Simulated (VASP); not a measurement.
Here is a VASP 6.6.1 calculation.

Contents of INCAR:

```
SYSTEM = CsI
  ALGO = Normal
  EDIFF = 1E-6
  ENCUT = 500
  GGA = CA
  GGA_COMPAT = .False.
  ISIF = 2
  ISMEAR = 0
  LASPH = .True.
  LCHARG = .True.
  LELF = .True.
  LREAL = .False.
  LVHAR = .True.
  LWAVE = .False.
  NBANDS = 15
  NELM = 120
  PREC = Accurate
  SIGMA = 0.01
```

Contents of KPOINTS:

```
k-points
0
Gamma
  4 4 4
  0 0 0
```

The input POSCAR:

```
CsI
1.0
    4.6081404187      0.0000000000      0.0000000000
    0.0000000000      4.6081404187      0.0000000000
    0.0000000000      0.0000000000      4.6081404187
Cs I
1 1
Direct
    0.0000000000      0.0000000000      0.0000000000
    0.5000000000      0.5000000000      0.5000000000
```

Potentials or basis: VASP PAW LDA potentials, release 64 (Cs_sv, I).

Run with:

```console
$ cat potpaw_LDA.64/Cs_sv/POTCAR potpaw_LDA.64/I/POTCAR > POTCAR
$ mpirun -np 1 vasp_std > vasp.out
```

(1) Predict the band gap on the k mesh.

(2) Estimate the pressure.

## Answers

(1) 3.45 eV (least direct gap 3.54 eV).

(2) -1.6 GPa.

Caveat: spin-orbit coupling is left out, which moves the levels of the heavy elements.
